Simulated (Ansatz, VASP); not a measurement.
Two plane-wave programs on NaF

INCAR

```
SYSTEM = NaF
  ALGO = Normal
  EDIFF = 1E-6
  EDIFFG = -0.005
  ENCUT = 600
  GGA = PE
  IBRION = 2
  ISIF = 3
  ISMEAR = 0
  IVDW = 13
  LASPH = .True.
  LCHARG = .False.
  LREAL = .False.
  LWAVE = .False.
  NELM = 100
  NSW = 80
  PREC = Accurate
  SIGMA = 0.01
```

File KPOINTS:

```
k-points
0
Gamma
  6 6 6
  0 0 0
```

POSCAR

```
NaF
1.0
    0.0000000000      2.3200000000      2.3200000000
    2.3200000000      0.0000000000      2.3200000000
    2.3200000000      2.3200000000      0.0000000000
Na F
1 1
Direct
    0.0000000000      0.0000000000      0.0000000000
    0.5000000000      0.5000000000      0.5000000000
```

Input for Ansatz:

```yaml
crystal:
  lattice:
    - [0.0, 2.32, 2.32]
    - [2.32, 0.0, 2.32]
    - [2.32, 2.32, 0.0]
  atoms:
    - { symbol: Na, position: [0.0, 0.0, 0.0] }
    - { symbol: F, position: [0.5, 0.5, 0.5] }
basis:
  ecutwfc: 420.0
kpoints:
  mp_grid:
    grid: [6, 6, 6]
    shift: [0.0, 0.0, 0.0]
hamiltonian:
  xc: pbe
  dispersion: d4
scf:
  occupations:
    method: fixed
relax:
  f_tol: 0.005
  cell: {}
```

Alike in both runs: task relaxation of cell and atoms; functional PBE; dispersion D4; k mesh 6 × 6 × 6; no spin polarisation.

|  | VASP | Ansatz |
| --- | --- | --- |
| version | VASP 6.6.1 | Ansatz 0.2.0 |
| potentials or method | VASP PAW PBE potentials, release 64 (Na_pv, F), cutoff 600 eV | plane waves, PAW |
| occupations | gaussian, width 0.01 eV | fixed |
| valence electrons in the cell | 14 | 16 |

|  | VASP | Ansatz | Ansatz less VASP |
| --- | --- | --- | --- |
| relaxed volume (Å³/atom) | 12.74 | 12.79 | +0.051 |
| relaxed length of the cell vector where the two differ most in proportion (Å) | 3.303 | 3.307 | +0.0044 |

VASP's potentials hold 14 valence electrons a cell and Ansatz's 16, so a difference there can come from the potentials and not from the codes.
